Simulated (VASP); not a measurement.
Wanted: the native input for a VASP 6.6.1 run.

| Property | Result |
| --- | --- |
| Task | single point |
| Functional | LDA |
| Potentials or basis | VASP PAW LDA potentials, release 64 (B, N) |
| Cutoff | 520 eV |
| k mesh | 12 × 12 × 4 |
| Occupations | gaussian, width 0.05 eV |
| Spin | no spin polarisation |
| Dipole correction | no |
| Further INCAR settings | ALGO = Normal; EDIFF = 1e-07; NBANDS = 16 |

The structure of BN lies in POSCAR:

```
BN
1.0
    2.4287007079      0.0000000000      0.0000000000
   -1.2143503539      2.1033165112      0.0000000000
    0.0000000000      0.0000000000      6.9815430549
B N
2 2
Direct
    0.3333333333      0.6666666667      0.2500000000
    0.6666666667      0.3333333333      0.7500000000
    0.3333333333      0.6666666667      0.7500000000
    0.6666666667      0.3333333333      0.2500000000
```

This cell differs from its parent crystal: volume 8.916 Å^3 an atom, c/a of the conventional cell 2.8746.

One way to write it, as run:

INCAR

```
SYSTEM = BN
PREC = Accurate
ENCUT = 520
EDIFF = 1E-7
ISMEAR = 0
SIGMA = 0.05
LREAL = .FALSE.
LASPH = .TRUE.
NELM = 100
ALGO = Normal
ISIF = 2
LWAVE = .FALSE.
LCHARG = .TRUE.
LELF = .TRUE.
LVHAR = .TRUE.
NBANDS = 16
```

KPOINTS

```
Automatic mesh
0
G
  12 12 4
  0 0 0
```

Potentials or basis: VASP PAW LDA potentials, release 64 (B, N).

Launch:

```sh
$ cat potpaw_LDA.64/B/POTCAR potpaw_LDA.64/N/POTCAR > POTCAR
$ mpirun -np 1 vasp_std > vasp.out
```

Results of the run:

```yaml
Pressure: 19.2 GPa
Band_gap_on_the_k_mesh: 4.29 eV, indirect (least direct gap 4.73 eV)
```

Wall time 36 s on 1 thread of Intel Xeon 8259CL, with other jobs on the host, peak memory 0.14 GiB.
